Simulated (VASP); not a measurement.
# Al2Au (Fm-3m) in VASP: notebook

Runs on Al2Au. Level: PBE. Tasks: single point, relaxation of cell and atoms.

Everything below comes from runs of VASP 6.6.1. Logs are shortened: lines on timing, memory, paths and dates and some standing lists are left out, and cuts for length are marked.

**1. The cell of the first run**

Symmetry: Fm-3m, No. 225, cubic system. Conventional cell: a = 6.062 Å, b = 6.062 Å, c = 6.062 Å, α = 90.00°, β = 90.00°, γ = 90.00°. Al (site symmetry -43m) has 4 Au at 2.62 Å and 6 Al at 3.03 Å within 3.5 Å. Within 3.5 Å of Au (site symmetry m-3m) lie 8 Al at 2.62 Å.

**2. Single point, PBE**

INCAR reads:

```
SYSTEM = Al2Au
ALGO = Normal ; EDIFF = 1E-6
ENCUT = 500 ; GGA = PE
GGA_COMPAT = .False. ; ISIF = 2
ISMEAR = 0 ; LASPH = .True.
LCHARG = .True. ; LELF = .True.
LREAL = .False. ; LVHAR = .True.
LWAVE = .False. ; NBANDS = 26
NELM = 120 ; PREC = Accurate
SIGMA = 0.1
```

KPOINTS reads:

```
k-points
0
Gamma
  8 8 6
  0 0 0
```

POSCAR reads:

```
Al2Au
1.0
    3.0308328019      3.0308328019      0.0000000000
   -3.0308328019      3.0308328019      0.0000000000
    0.0000000000      0.0000000000      6.0616656039
Al Au
4 2
Direct
    0.5000000000      0.0000000000      0.2500000000
    0.0000000000      0.5000000000      0.7500000000
    0.5000000000      0.0000000000      0.7500000000
    0.0000000000      0.5000000000      0.2500000000
    0.5000000000      0.5000000000      0.5000000000
    0.0000000000      0.0000000000      0.0000000000
```

Potentials or basis: VASP PAW PBE potentials, release 64 (Al, Au).

The run is started by

```
cat potpaw_PBE.64/Al/POTCAR potpaw_PBE.64/Au/POTCAR > POTCAR
mpirun -np 1 vasp_std > vasp.out
```

OUTCAR:

```text
SYSTEM = Al2Au
   EDIFF = 1E-6
   ENCUT = 500
   GGA = PE
   ISIF = 2
   ISMEAR = 0
   LASPH = .True.
   LREAL = .False.
   NELM = 120
   PREC = Accurate

 ion  position               nearest neighbor table
   1  0.500  0.000  0.250-   5 2.62   6 2.62   5 2.62   6 2.62   4 3.03   4 3.03   4 3.03   4 3.03
                             3 3.03   3 3.03
   2  0.000  0.500  0.750-   5 2.62   6 2.62   6 2.62   5 2.62   3 3.03   3 3.03   3 3.03   3 3.03
                             4 3.03   4 3.03
   3  0.500  0.000  0.750-   5 2.62   6 2.62   5 2.62   6 2.62   2 3.03   2 3.03   2 3.03   2 3.03
                             1 3.03   1 3.03
   4  0.000  0.500  0.250-   5 2.62   6 2.62   6 2.62   5 2.62   1 3.03   1 3.03   1 3.03   1 3.03
                             2 3.03   2 3.03
   5  0.500  0.500  0.500-   1 2.62   2 2.62   3 2.62   4 2.62   1 2.62   3 2.62   2 2.62   4 2.62

   6  0.000  0.000  0.000-   1 2.62   2 2.62   3 2.62   4 2.62   2 2.62   4 2.62   1 2.62   3 2.62

  LATTYP: Found a simple tetragonal cell.
 ALAT       =     4.2862448537
 C/A-ratio  =     1.4142135624

  Lattice vectors:

 A1 = (   3.0308328019,   3.0308328019,   0.0000000000)
 A2 = (  -3.0308328019,   3.0308328019,   0.0000000000)
 A3 = (   0.0000000000,   0.0000000000,   6.0616656039)

Analysis of symmetry for initial positions (statically):
=====================================================================
 Subroutine PRICEL returns following result:

  LATTYP: Found a face centered cubic cell.
 ALAT       =     6.0616656039

  Lattice vectors:

 A1 = (   0.0000000000,  -3.0308328019,  -3.0308328020)
 A2 = (   3.0308328019,   0.0000000000,  -3.0308328019)
 A3 = (   3.0308328019,  -3.0308328019,  -0.0000000000)

   2 primitive cells build up your supercell.

 Routine SETGRP: Setting up the symmetry group for a
 simple tetragonal supercell.

 Subroutine GETGRP returns: Found 16 space group operations
 (whereof 16 operations were pure point group operations)
 out of a pool of 16 trial point group operations.

The static configuration has the point symmetry D_4h.

Analysis of symmetry for dynamics (positions and initial velocities):
=====================================================================
 Subroutine PRICEL returns following result:

  LATTYP: Found a face centered cubic cell.
 ALAT       =     6.0616656039

  Lattice vectors:

[... 110 lines left out ...]
   LNONCOLLINEAR =      F non collinear calculations
   LSORBIT =      F    spin-orbit coupling
   LASPH  =      T    aspherical Exc in radial PAW
   ENCUT  =  500.0 eV  36.75 Ry    6.06 a.u.   7.81  7.81 11.05*2*pi/ulx,y,z
   NELM   =    120;   NELMIN=  2; NELMDL= -5     # of ELM steps
   EDIFF  = 0.1E-05   stopping-criterion for ELM
   LREAL  =      F    real-space projection
   EDIFFG = 0.1E-04   stopping-criterion for IOM
   NSW    =      0    number of steps for IOM
   IBRION =     -1    ionic relax: 0-MD 1-quasi-New 2-CG
   NFREE  =      0    steps in history (QN), initial steepest desc. (CG)
   ISIF   =      2    stress and relaxation
   ISYM   =      2    0-nonsym 1-usesym 2-fastsym
   POTIM  = 0.5000    time-step for ionic-motion
   TEBEG  =    0.0;   TEEND  =   0.0 temperature during run
   PSTRESS=    0.0 pullay stress
   NELECT =      34.0000    total number of electrons
   NUPDOWN=      -1.0000    fix difference up-down
   EMIN   =  10.00;   EMAX   =-10.00  energy-range for DOS
   EFERMI =   0.00;   METHOD = LEGACY
   ISMEAR =     0;   SIGMA  =   0.10  broadening in eV -4-tet -1-fermi 0-gaus
   EFERMI_NEDOS =   21; number of points for ismear=-14 and -15
   IALGO  =     38    algorithm
   IMIX   =      4    mixing-type and parameters
     AMIX     =   0.40;   BMIX     =  1.00
     AMIX_MAG =   1.60;   BMIX_MAG =  1.00
  volume/ion in A,a.u.               =      18.56       125.25
  Fermi-wavevector in a.u.,A,eV,Ry     =   1.102349  2.083138 16.533440  1.215174
  Thomas-Fermi vector in A             =   2.238791
   LORBIT       =      0    0 simple, 1 ext, 2 COOP (PROOUT), +10 PAW based schemes
   GGA     = PE    functional components
   LHFCALC =     F    Hartree Fock is set to
   AEXX    =    0.0000 exact exchange contribution
   IVDW    =     0    specifies the selected vdW correction
   LEPSILON=     F    determine dielectric tensor
   LRPA    =     F    only Hartree local field effects (RPA)
 non-spin polarized calculation
 Gauss-broadening in eV      SIGMA  =   0.10
  energy-cutoff  :      500.00
  volume of cell :      111.36
 maximum number of plane-waves:      2856
 NGX is ok and might be reduce to    32
   NGX = 15   NGY = 15   NGZ = 23

 number of electron      34.0000006 magnetization

 Free energy of the ion-electron system (eV)
  ---------------------------------------------------
  ext. energy  EPLUGINS =         0.00000000
  ---------------------------------------------------
  free energy    TOTEN  =       -24.07150307 eV

  energy without entropy =      -24.06706676  energy(sigma->0) =      -24.06928492

 E-fermi :   7.5024     XC(G=0): -10.3933

 val. band max:        7.4921342609   @ k =   0.5000   0.1250   0.5000
 cond. band min:       7.5791071381   @ k =   0.2500   0.2500   0.1667
 fundamental gap:      0.0869728772
 Fermi energy:         7.5024000379

 k-point     1 :       0.0000    0.0000    0.0000
  band No.  band energies     occupation
      1      -2.8835      2.00000
      2       0.3149      2.00000
      3       0.5476      2.00000
      4       1.0129      2.00000
      5       1.0148      2.00000
      6       1.0148      2.00000
[... 685 lines left out ...]
     25      13.4996      0.00000
     26      13.4996      0.00000

 [... further k-points ...]
[... 5 lines left out ...]
  --------------------------------------------------------------------------------------
  -------------------------------------------------------------------------------------
  Total       -0.2641199     -0.2641199     -0.0708526      0.0000000      0.0000000      0.0000000
  in kB       -3.7998435     -3.7998435     -1.0193439      0.0000000      0.0000000      0.0000000
  external PRESSURE =      -2.8730103 kB  Pullay stress =       0.0000000 kB

 VOLUME and BASIS-vectors are now :
 -----------------------------------------------------------------------------
  energy-cutoff  :      500.00
  volume of cell :      111.36
      direct lattice vectors                 reciprocal lattice vectors
     3.030832802  3.030832802  0.000000000     0.164971159  0.164971159  0.000000000
    -3.030832802  3.030832802  0.000000000    -0.164971159  0.164971159  0.000000000
     0.000000000  0.000000000  6.061665604     0.000000000  0.000000000  0.164971159

 POSITION                                       TOTAL-FORCE (eV/Angst)
 -----------------------------------------------------------------------------------
      1.51542      1.51542      1.51542         0.000000     -0.000000      0.000000
     -1.51542      1.51542      4.54625         0.000000      0.000000      0.000000
      1.51542      1.51542      4.54625         0.000000     -0.000000     -0.000000
     -1.51542      1.51542      1.51542         0.000000     -0.000000     -0.000000
      0.00000      3.03083      3.03083         0.000000     -0.000000      0.000000
      0.00000      0.00000      0.00000        -0.000000      0.000000     -0.000000
 -----------------------------------------------------------------------------------
    total drift:                               -0.000000      0.000000     -0.000000

  FREE ENERGIE OF THE ION-ELECTRON SYSTEM (eV)
  ---------------------------------------------------
  free  energy   TOTEN  =       -24.0715030704 eV

  energy  without entropy=      -24.0670667633  energy(sigma->0) =      -24.06928492
```

Run time: 2.3 min. Hardware: 1 thread of Intel Xeon Platinum 8124M at 3.00GHz (Skylake/Cascade Lake), shared host; peak memory 0.3 GiB.

What came out:

```yaml
Free_energy: -24.0715 eV
Pressure: -0.3 GPa
Band_gap_on_the_k_mesh: zero (band 17 reaches 9.47 eV, above the bottom of band 18 at 5.31 eV)
```

Caveat: spin-orbit coupling is left out, which moves the levels of the heavy elements.

**3. Relaxation of cell and atoms, PBE**

INCAR reads:

```
SYSTEM = Al2Au
PREC     = Accurate       ! precision mode
ENCUT    = 500            ! plane-wave cutoff, eV
EDIFF    = 1E-7           ! SCF threshold, eV
ISMEAR   = 0              ! smearing method
SIGMA    = 0.1            ! smearing width, eV
LREAL    = .FALSE.        ! projectors in reciprocal space
LASPH    = .TRUE.         ! aspherical terms in the spheres
NELM     = 120            ! most SCF steps
ALGO     = Normal         ! electronic algorithm
ISIF     = 3              ! what is computed and relaxed
LWAVE    = .FALSE.        ! write WAVECAR
LCHARG   = .FALSE.        ! write CHGCAR
GGA      = PE             ! functional
IBRION   = 2              ! ionic algorithm
NSW      = 80             ! ionic steps
EDIFFG   = -0.015         ! ionic threshold
GGA_COMPAT= .FALSE.      
NELMIN   = 4
```

KPOINTS reads:

```
Automatic mesh
0
G
  8 8 6
  0 0 0
```

POSCAR is that of step 2.

Potentials or basis: VASP PAW PBE potentials, release 64 (Al, Au).

The run is started by

```
cat potpaw_PBE.64/Al/POTCAR potpaw_PBE.64/Au/POTCAR > POTCAR
mpirun -np 1 vasp_std > vasp.out
```

OUTCAR:

```text
SYSTEM = Al2Au
   PREC = Accurate
   ENCUT = 500
   EDIFF = 1E-7
   ISMEAR = 0
   LREAL = .FALSE.
   LASPH = .TRUE.
   NELM = 120
   ISIF = 3
   GGA = PE
   IBRION = 2
   NSW = 80
   EDIFFG = -0.015
   NELMIN = 4

 ion  position               nearest neighbor table
   1  0.500  0.000  0.250-   5 2.62   6 2.62   5 2.62   6 2.62   4 3.03   4 3.03   4 3.03   4 3.03
                             3 3.03   3 3.03
   2  0.000  0.500  0.750-   5 2.62   6 2.62   6 2.62   5 2.62   3 3.03   3 3.03   3 3.03   3 3.03
                             4 3.03   4 3.03
   3  0.500  0.000  0.750-   5 2.62   6 2.62   5 2.62   6 2.62   2 3.03   2 3.03   2 3.03   2 3.03
                             1 3.03   1 3.03
   4  0.000  0.500  0.250-   5 2.62   6 2.62   6 2.62   5 2.62   1 3.03   1 3.03   1 3.03   1 3.03
                             2 3.03   2 3.03
   5  0.500  0.500  0.500-   1 2.62   2 2.62   3 2.62   4 2.62   1 2.62   3 2.62   2 2.62   4 2.62

   6  0.000  0.000  0.000-   1 2.62   2 2.62   3 2.62   4 2.62   2 2.62   4 2.62   1 2.62   3 2.62

  LATTYP: Found a simple tetragonal cell.
 ALAT       =     4.2862448537
 C/A-ratio  =     1.4142135624

  Lattice vectors:

 A1 = (   3.0308328019,   3.0308328019,   0.0000000000)
 A2 = (  -3.0308328019,   3.0308328019,   0.0000000000)
[... 203 lines left out ...]

  FORCE on cell =-STRESS in cart. coord.  units (eV):
  Direction    XX          YY          ZZ          XY          YZ          ZX
  --------------------------------------------------------------------------------------
  -------------------------------------------------------------------------------------
  Total       -0.2609249     -0.2609249     -0.0677286      0.0000000      0.0000000     -0.0000000
  in kB       -3.7538786     -3.7538786     -0.9743988      0.0000000      0.0000000     -0.0000000
  external PRESSURE =      -2.8273853 kB  Pullay stress =       0.0000000 kB
[... 107 lines left out ...]
--------------------------------------- Ionic step        4  -------------------------------------------

 number of electron      34.0000007 magnetization

 Free energy of the ion-electron system (eV)
  ---------------------------------------------------
  ext. energy  EPLUGINS =         0.00000000
  ---------------------------------------------------
  free energy    TOTEN  =       -24.07197340 eV

  energy without entropy =      -24.06770936  energy(sigma->0) =      -24.06984138

 E-fermi :   7.5321     XC(G=0): -10.4061

 val. band max:        7.5193800794   @ k =   0.5000   0.1250   0.5000
 cond. band min:       7.6122185282   @ k =   0.2500   0.2500   0.1667
 fundamental gap:      0.0928384488
 Fermi energy:         7.5320933402

 k-point     1 :       0.0000    0.0000    0.0000
  band No.  band energies     occupation
      1      -2.8713      2.00000
      2       0.3378      2.00000
      3       0.5628      2.00000
      4       1.0314      2.00000
      5       1.0314      2.00000
      6       1.0321      2.00000
[... 565 lines left out ...]
     20      10.2190      0.00000
     21      11.4601      0.00000

 [... further k-points ...]
[... 5 lines left out ...]
  --------------------------------------------------------------------------------------
  -------------------------------------------------------------------------------------
  Total       -0.0090729     -0.0090729      0.0640665      0.0000000     -0.0000000     -0.0000000
  in kB       -0.1309199     -0.1309199      0.9244602      0.0000000     -0.0000000     -0.0000000
  external PRESSURE =       0.2208735 kB  Pullay stress =       0.0000000 kB
[... 21 lines left out ...]
  FREE ENERGIE OF THE ION-ELECTRON SYSTEM (eV)
  ---------------------------------------------------
  free  energy   TOTEN  =       -24.0719734033 eV

  energy  without entropy=      -24.0677093551  energy(sigma->0) =      -24.06984138

 reached required accuracy - stopping structural energy minimisation
```

Run time: 4.9 min. Hardware: 1 thread of Intel Xeon Platinum 8124M at 3.00GHz (Skylake/Cascade Lake), shared host; peak memory 0.3 GiB.

Results:

```yaml
Free_energy: -24.0720 eV
Relaxed_volume: 18.51 Å³/atom
Relaxed_cell: a = 4.279 Å, b = 4.279 Å, c = 6.065 Å, α = 90.00°, β = 90.00°, γ = 90.00°
Space_group_after_relaxing_to_0.05_Å: Fm-3m (No. 225)
Energy_gained_by_relaxing: 0.1 meV/atom
Ionic_steps: 4
Pressure_after_relaxing: 0.0 GPa
Band_gap_on_the_k_mesh: zero (band 17 reaches 9.52 eV, above the bottom of band 18 at 5.33 eV)
```

The path:
| step | energy change (eV) | largest force (eV/Å) | pressure (GPa) | volume (Å³) |
| --- | --- | --- | --- | --- |
| 1 | 0.0000 | 0.0000 | -0.28 | 111.36 |
| 2 | -0.0003 | 0.0000 | 0.22 | 110.84 |
| 3 | -0.0004 | 0.0000 | 0.05 | 111.01 |
| 4 | -0.0005 | 0.0000 | 0.02 | 111.03 |

Final structure:
```cif
data_structure
_symmetry_space_group_name_H-M 'P 1'
_symmetry_Int_Tables_number 1
_cell_length_a 4.2788
_cell_length_b 4.2788
_cell_length_c 6.0647
_cell_angle_alpha 90.000
_cell_angle_beta 90.000
_cell_angle_gamma 90.000
_cell_volume 111.03
loop_
_atom_site_label
_atom_site_type_symbol
_atom_site_fract_x
_atom_site_fract_y
_atom_site_fract_z
_atom_site_occupancy
Al1 Al 0.50000 0.00000 0.25000 1
Al2 Al 0.00000 0.50000 0.75000 1
Al3 Al 0.50000 0.00000 0.75000 1
Al4 Al 0.00000 0.50000 0.25000 1
Au1 Au 0.50000 0.50000 0.50000 1
Au2 Au 0.00000 0.00000 0.00000 1
```

Caveat: spin-orbit coupling is left out, which moves the levels of the heavy elements.
